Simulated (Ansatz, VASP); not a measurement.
One calculation of Al, two programs

The input INCAR:

```
ALGO = Fast
EDIFF = 1E-6
EDIFFG = -0.01
ENCUT = 600
GGA = RP
IBRION = 2
ISIF = 3
ISMEAR = -1
LASPH = T
LCHARG = F
LREAL = F
LWAVE = F
NELM = 80
NSW = 60
PREC = Accurate
SIGMA = 0.05
```

Contents of KPOINTS:

```
k-points
0
Gamma
  12 12 12
```

The input POSCAR:

```
Al
1.0
   -1.5912186900      1.5912186900      1.5912186900
    1.5912186900     -1.5912186900      1.5912186900
    1.5912186900      1.5912186900     -1.5912186900
Al
1
Direct
    0.0000000000      0.0000000000      0.0000000000
```

The input input.yaml:

```yaml
crystal:
  lattice:
    - [-1.59121869, 1.59121869, 1.59121869]
    - [1.59121869, -1.59121869, 1.59121869]
    - [1.59121869, 1.59121869, -1.59121869]
  atoms:
    - { symbol: Al, position: [0.0, 0.0, 0.0] }
hamiltonian:
  xc: rpbe
  pseudopotentials: { kind: paw }
kpoints:
  mp_grid: { grid: [12, 12, 12] }
scf:
  occupations: { method: fermi_dirac, width: 0.05 }
output:
  forces: true
  stress: true
  eigenvalues: true
  write_density: true
  write_potential: true
  elf: true
  volumetric_format: npy
relax:
  f_tol: 0.01
  max_steps: 40
  cell: { stress_tol: 0.05 }
```

Alike in both runs: task relaxation of cell and atoms; functional RPBE; k mesh 12 × 12 × 12; occupations fermi-dirac, width 0.05 eV; no spin polarisation.

|  | VASP | Ansatz |
| --- | --- | --- |
| version | VASP 6.6.1 | Ansatz 0.2.0 |
| potentials or method | VASP PAW PBE potentials, release 64 (Al) | Ansatz PAW |
| plane-wave cutoff (eV) | 600 | 420 |
| valence electrons in the cell | 3 | 3 |

Ansatz gave:

| Quantity | Value |
| --- | --- |
| gap on the k mesh at the Fermi level, each at its own relaxed structure (eV) | none |
| relaxed volume (Å³/atom) | 17.25 |
| relaxed cell length with the largest relative difference (Å) | 2.819 |

Question: What did VASP give for the same quantities?

Answer: gap on the k mesh at the Fermi level, each at its own relaxed structure (eV): none; relaxed volume (Å³/atom): 17.21; relaxed cell length with the largest relative difference (Å): 2.817.

VASP's potentials were made for PBE, not for RPBE. A gap of «none» marks a metal or a gap that the smearing closes.

Noted on Ansatz's run: the plane-wave basis is chosen anew once the cell has moved, so the energies of steps on either side of that aren't comparable.
